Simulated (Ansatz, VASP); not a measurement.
# Two plane-wave programs on TiAl5

Contents of INCAR:

```
SYSTEM = TiAl5
PREC = Accurate ; ENCUT = 600
EDIFF = 1E-6 ; ISMEAR = 0
SIGMA = 0.1 ; LREAL = .False.
LASPH = .True. ; NELM = 60
ALGO = Normal ; ISIF = 3
LWAVE = .False. ; LCHARG = .False.
GGA = PE ; IBRION = 2
NSW = 90 ; EDIFFG = -0.04
```

File KPOINTS:

```
regular mesh
0
Gamma
  6 6 2
  0 0 0
```

POSCAR

```
TiAl5
1.0
    2.8813866244      0.0000000000      0.0000000000
   -1.4406933122      2.4953540149      0.0000000000
    0.0000000000      0.0000000000     13.8892456798
Ti Al
1 5
Direct
    0.0000000000      0.0000000000      0.0000000000
    0.6666666667      0.3333333333      0.1651904066
    0.0000000000      0.0000000000      0.3294360820
    0.6666666667      0.3333333333      0.5000000000
    0.0000000000      0.0000000000      0.6705639180
    0.6666666667      0.3333333333      0.8348095934
```

Input for Ansatz:

```yaml
crystal:
  lattice:
    - [2.8813866244, 0.0, 0.0]
    - [-1.4406933122, 2.4953540149, 0.0]
    - [0.0, 0.0, 13.8892456798]
  atoms:
    - { symbol: Ti, position: [0.0, 0.0, 0.0] }
    - { symbol: Al, position: [0.6666666667, 0.3333333333, 0.1651904066] }
    - { symbol: Al, position: [0.0, 0.0, 0.329436082] }
    - { symbol: Al, position: [0.6666666667, 0.3333333333, 0.5] }
    - { symbol: Al, position: [0.0, 0.0, 0.670563918] }
    - { symbol: Al, position: [0.6666666667, 0.3333333333, 0.8348095934] }
basis:
  ecutwfc: 420
kpoints:
  mp_grid: { grid: [6, 6, 2] }
hamiltonian:
  xc: pbe
scf:
  occupations: { method: gaussian, width: 0.1 }
  lower_state_search: "off"
output:
  forces: true
  stress: true
  eigenvalues: true
relax:
  adjacent_minimum: "off"
  f_tol: 0.04
  max_steps: 70
  cell: { stress_tol: 0.4 }
```

Change from the starting cell: species swapped into the Li5Mg type (P-6m2, No. 187).

Alike in both runs: task relaxation of cell and atoms; functional PBE; k mesh 6 × 6 × 2; occupations gaussian, width 0.1 eV; no spin polarisation.

```csv
,VASP,Ansatz
version,VASP 6.6.1,Ansatz 0.2.0
potentials or method,"VASP PAW PBE potentials, release 64 (Ti_sv, Al), cutoff 600 eV","scalar-relativistic, plane waves, PAW"
valence electrons in the cell,27,27
```

|  | VASP | Ansatz | Ansatz less VASP |
| --- | --- | --- | --- |
| gap on the k mesh at the Fermi level, each at its own relaxed structure (eV) | none | none | - |
| relaxed volume (Å³/atom) | 16.71 | 16.69 | -0.018 |
| relaxed length of the cell vector where the two differ most in proportion (Å) | 2.874 | 2.871 | -0.0026 |

A gap of «none» marks a metal or a gap that the smearing closes.

The k mesh is coarse, so the values compare programs but aren't converged. Noted on VASP's run: too few bands were computed for a metal, which touches its energy and stress.
